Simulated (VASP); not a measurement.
# GaN in VASP: a series of runs

Runs on GaN. Level: PBE. Tasks: single point.

All numbers are computed with VASP 6.6.1; they aren't measurements. Logs are shortened: lines on timing, memory, paths and dates and some standing lists are left out, and cuts for length are marked.

## Step 1: The cell of the first run

The cell holds a wire or tube with vacuum around it, 2 atoms: a = 9.000 Å, b = 9.300 Å, c = 3.391 Å, α = 90.00°, β = 90.00°, γ = 90.00°.

## Step 2: Single point, PBE, collinear spin, ferromagnetic start

Contents of INCAR:

```
ALGO     = Normal         # electronic algorithm
EDIFF    = 1E-6           # SCF threshold, eV
ENCUT    = 520            # plane-wave cutoff, eV
GGA      = PE             # functional
GGA_COMPAT= F            
ISIF     = 2              # what is computed and relaxed
ISMEAR   = 0              # smearing method
ISPIN    = 2              # spin polarisation
LASPH    = T              # aspherical terms in the spheres
LCHARG   = F              # write CHGCAR
LORBIT   = 11             # projections on sites
LREAL    = F              # projectors in reciprocal space
LWAVE    = F              # write WAVECAR
MAGMOM   = 0.5 0.5        # initial moments
NBANDS   = 20             # bands
NELM     = 200            # most SCF steps
PREC     = Accurate       # precision mode
SIGMA    = 0.05           # smearing width, eV
```

Contents of KPOINTS:

```
k-points
0
Gamma
  1 1 18
```

Contents of POSCAR:

```
GaN
1.0
    9.0000000000      0.0000000000      0.0000000000
    0.0000000000      9.3000000000      0.0000000000
    0.0000000000      0.0000000000      3.3905368246
Ga N
1 1
Direct
    0.5000000000      0.5000000000      0.0000000000
    0.5000000000      0.5000000000      0.5000000000
```

Potentials or basis: VASP PAW PBE potentials, release 64 (Ga_d, N).

On the command line:

```console
$ cat potpaw_PBE.64/Ga_d/POTCAR potpaw_PBE.64/N/POTCAR > POTCAR
$ mpirun -np 1 vasp_std > vasp.out
```

OUTCAR:

```text
EDIFF = 1E-6
   ENCUT = 520
   GGA = PE
   ISIF = 2
   ISMEAR = 0
   ISPIN = 2
   LASPH = T
   LORBIT = 11
   LREAL = F
   NELM = 200
   PREC = Accurate

 ion  position               nearest neighbor table
   1  0.500  0.500  0.000-   2 1.70   2 1.70
   2  0.500  0.500  0.500-   1 1.70   1 1.70

  LATTYP: Found a simple orthorhombic cell.
 ALAT       =     3.3905368246
 B/A-ratio  =     2.6544469108
 C/A-ratio  =     2.7429284745

  Lattice vectors:

 A1 = (   0.0000000000,   0.0000000000,   3.3905368246)
 A2 = (   9.0000000000,   0.0000000000,   0.0000000000)
 A3 = (   0.0000000000,   9.3000000000,   0.0000000000)

Analysis of symmetry for initial positions (statically):
=====================================================================
 Subroutine PRICEL returns:
 Original cell was already a primitive cell.

 Routine SETGRP: Setting up the symmetry group for a
 simple orthorhombic supercell.

 Subroutine GETGRP returns: Found  8 space group operations
 (whereof  8 operations were pure point group operations)
 out of a pool of  8 trial point group operations.

The static configuration has the point symmetry D_2h.

Analysis of symmetry for dynamics (positions and initial velocities):
=====================================================================
 Subroutine PRICEL returns:
 Original cell was already a primitive cell.

 Routine SETGRP: Setting up the symmetry group for a
 simple orthorhombic supercell.

 Subroutine GETGRP returns: Found  8 space group operations
 (whereof  8 operations were pure point group operations)
 out of a pool of  8 trial point group operations.

The dynamic configuration has the point symmetry D_2h.

Analysis of structural, dynamic, and magnetic symmetry:
=====================================================================
 Subroutine PRICEL returns:
 Original cell was already a primitive cell.

 Routine SETGRP: Setting up the symmetry group for a
 simple orthorhombic supercell.

 Subroutine GETGRP returns: Found  8 space group operations
 (whereof  8 operations were pure point group operations)
 out of a pool of  8 trial point group operations.

The overall configuration has the point symmetry D_2h.

 Subroutine INISYM returns: Found  8 space group operations
[... 99 lines left out ...]
   IALGO  =     38    algorithm
   IMIX   =      4    mixing-type and parameters
     AMIX     =   0.40;   BMIX     =  1.00
     AMIX_MAG =   1.60;   BMIX_MAG =  1.00
  volume/ion in A,a.u.               =     141.89       957.55
  Fermi-wavevector in a.u.,A,eV,Ry     =   0.652881  1.233767  5.799541  0.426254
  Thomas-Fermi vector in A             =   1.722944
   LORBIT       =     11    0 simple, 1 ext, 2 COOP (PROOUT), +10 PAW based schemes
   GGA     = PE    functional components
   LHFCALC =     F    Hartree Fock is set to
   AEXX    =    0.0000 exact exchange contribution
   IVDW    =     0    specifies the selected vdW correction
   LEPSILON=     F    determine dielectric tensor
   LRPA    =     F    only Hartree local field effects (RPA)
 spin polarized calculation
 Gauss-broadening in eV      SIGMA  =   0.05
  energy-cutoff  :      520.00
  volume of cell :      283.79
 maximum number of plane-waves:      7679
 NGX is ok and might be reduce to    70
   NGX = 33   NGY = 35   NGZ = 13

 number of electron      18.0000005 magnetization      -0.0000198

 number of electron      18.0000005 magnetization       0.0000036

 Free energy of the ion-electron system (eV)
  ---------------------------------------------------
  ext. energy  EPLUGINS =         0.00000000
  ---------------------------------------------------
  free energy    TOTEN  =        -9.44762307 eV

  energy without entropy =       -9.44762307  energy(sigma->0) =       -9.44762307

 E-fermi :  -4.1845     XC(G=0):  -2.0892

 val. band max:       -4.4524904422   @ k =   0.0000   0.0000   0.5000
 cond. band min:      -2.6451291582   @ k =   0.0000   0.0000   0.0000
 fundamental gap:      1.8073612841
 Fermi energy:        -4.1844566607

 spin component 1

 k-point     1 :       0.0000    0.0000    0.0000
  band No.  band energies     occupation
      1     -20.8240      1.00000
      2     -18.7686      1.00000
      3     -18.7686      1.00000
      4     -18.5860      1.00000
      5     -18.5860      1.00000
      6     -15.9190      1.00000
[... 206 lines left out ...]
      6     -17.3906      1.00000
[... 12 lines left out ...]
     19       5.3768      0.00000
     20       5.5072      0.00000
 Fermi energy:        -4.1844566607

 spin component 2

 k-point     1 :       0.0000    0.0000    0.0000
  band No.  band energies     occupation
      1     -20.8240      1.00000
      2     -18.7686      1.00000
      3     -18.7686      1.00000
      4     -18.5860      1.00000
      5     -18.5860      1.00000
      6     -15.9190      1.00000
[... 219 lines left out ...]
     19       5.3339      0.00000
     20       5.4972      0.00000

------------------------ aborting loop because EDIFF is reached ----------------------------------------

  FORCE on cell =-STRESS in cart. coord.  units (eV):
  Direction    XX          YY          ZZ          XY          YZ          ZX
  --------------------------------------------------------------------------------------
  -------------------------------------------------------------------------------------
  Total       -0.0021654     -0.0045451     -0.3806532      0.0000000      0.0000000      0.0000000
  in kB       -0.0122254     -0.0256600     -2.1490482      0.0000000      0.0000000      0.0000000
  external PRESSURE =      -0.7289779 kB  Pullay stress =       0.0000000 kB

 VOLUME and BASIS-vectors are now :
 -----------------------------------------------------------------------------
  energy-cutoff  :      520.00
  volume of cell :      283.79
      direct lattice vectors                 reciprocal lattice vectors
     9.000000000  0.000000000  0.000000000     0.111111111  0.000000000  0.000000000
     0.000000000  9.300000000  0.000000000     0.000000000  0.107526882  0.000000000
     0.000000000  0.000000000  3.390536825     0.000000000  0.000000000  0.294938546

 POSITION                                       TOTAL-FORCE (eV/Angst)
 -----------------------------------------------------------------------------------
      4.50000      4.65000      0.00000         0.000000      0.000000      0.000000
      4.50000      4.65000      1.69527         0.000000      0.000000      0.000000
 -----------------------------------------------------------------------------------
    total drift:                                0.000000      0.000000      0.000000

  FREE ENERGIE OF THE ION-ELECTRON SYSTEM (eV)
  ---------------------------------------------------
  free  energy   TOTEN  =        -9.4476230704 eV

  energy  without entropy=       -9.4476230704  energy(sigma->0) =       -9.44762307

 total charge

# of ion       s       p       d       tot
------------------------------------------
    1        0.881   0.946  10.124  11.951
    2        1.206   2.531   0.000   3.736
--------------------------------------------------
tot          2.086   3.476  10.124  15.687

 magnetization (x)

# of ion       s       p       d       tot
------------------------------------------
    1       -0.000   0.000  -0.000   0.000
    2       -0.000  -0.000   0.000  -0.000
--------------------------------------------------
tot         -0.000  -0.000  -0.000  -0.000
```

OSZICAR:

```text
N       E                     dE             d eps       ncg     rms          rms(c)
DAV:   1     0.106967196163E+03    0.10697E+03   -0.68968E+03   832   0.655E+02
DAV:   2     0.924414405318E+01   -0.97723E+02   -0.89372E+02   976   0.166E+02
[... 16 lines left out ...]
DAV:  19    -0.944757735750E+01   -0.88075E-04   -0.59116E-06   840   0.898E-03    0.170E-03
DAV:  20    -0.944761465159E+01   -0.37294E-04   -0.21414E-06   844   0.426E-03    0.597E-04
DAV:  21    -0.944761805596E+01   -0.34044E-05   -0.58123E-07   768   0.344E-03    0.794E-04
DAV:  22    -0.944762112700E+01   -0.30710E-05   -0.17547E-07   740   0.248E-03    0.279E-04
DAV:  23    -0.944762314354E+01   -0.20165E-05   -0.79607E-08   704   0.105E-03    0.150E-04
DAV:  24    -0.944762307039E+01    0.73142E-07   -0.49614E-08   704   0.101E-03
   1 F= -.94476231E+01 E0= -.94476231E+01  d E =-.101818E-14  mag=     0.0000
```

It took 5.5 min on 1 thread of Intel Xeon 8259CL, shared host; peak memory 0.49 GiB.

Results:

```yaml
Free_energy: -9.4476 eV
Band_gap_on_the_k_mesh: 1.81 eV (least direct gap 3.58 eV)
Net_moment: 0.00 μB per cell
Valence_electrons_inside_the_program's_atomic_spheres: Ga 11.95; N 3.74
```

## Step 3: Single point, PBE, collinear spin, ferromagnetic start

This run uses another cell than the first one.

Contents of INCAR:

```
SYSTEM = GaN
ALGO = Normal
EDIFF = 1E-6
ENCUT = 520
GGA = PE
GGA_COMPAT = .FALSE.
ISIF = 2
ISMEAR = 0
ISPIN = 2
LASPH = .TRUE.
LCHARG = .FALSE.
LORBIT = 11
LREAL = .FALSE.
LWAVE = .FALSE.
MAGMOM = 0.5 0.5
NBANDS = 20
NELM = 200
PREC = Accurate
SIGMA = 0.05
```

Contents of KPOINTS:

```
k-points
0
G
  1 1 18
  0 0 0
```

POSCAR: that of step 2 with these lines changed.

```diff
@@ -4,3 +4,3 @@
     0.0000000000      9.3000000000      0.0000000000
-    0.0000000000      0.0000000000      3.3905368246
+    0.0000000000      0.0000000000      3.5451869580
 Ga N
```

Potentials or basis: VASP PAW PBE potentials, release 64 (Ga_d, N).

On the command line:

```console
$ cat potpaw_PBE.64/Ga_d/POTCAR potpaw_PBE.64/N/POTCAR > POTCAR
$ mpirun -np 1 vasp_std > vasp.out
```

Wall time 4.4 min (1 thread of Intel Xeon 8259CL, shared host); peak memory 0.49 GiB.

Results (log left out):

```
Free energy                                           : -9.2458 eV
Band gap on the k mesh                                : 0.91 eV (least direct gap 2.43 eV)
Net moment                                            : 0.00 μB per cell
Valence electrons inside the program's atomic spheres : Ga 11.71; N 3.65
```

Levels at points of the mesh, in eV from the valence-band top:
Spin up:
```tsv
k point	band 6	band 7	band 8	band 9	band 10	band 11	band 12	band 13
(0.00, 0.00, 0.00)	-11.70	-3.62	-1.52	-1.52	0.91	4.77	5.25	5.31
(0.00, 0.00, 0.50)	-12.70	-6.38	0.00	0.00	3.58	3.58	5.62	7.02
```
Spin down:
| k point | band 7 | band 8 | band 9 | band 10 | band 11 | band 12 |
| --- | --- | --- | --- | --- | --- | --- |
| (0.00, 0.00, 0.00) | -3.62 | -1.52 | -1.52 | 0.91 | 4.81 | 5.26 |
| (0.00, 0.00, 0.50) | -6.39 | 0.00 | 0.00 | 3.58 | 3.58 | 5.62 |

[end of part 1 of 2]
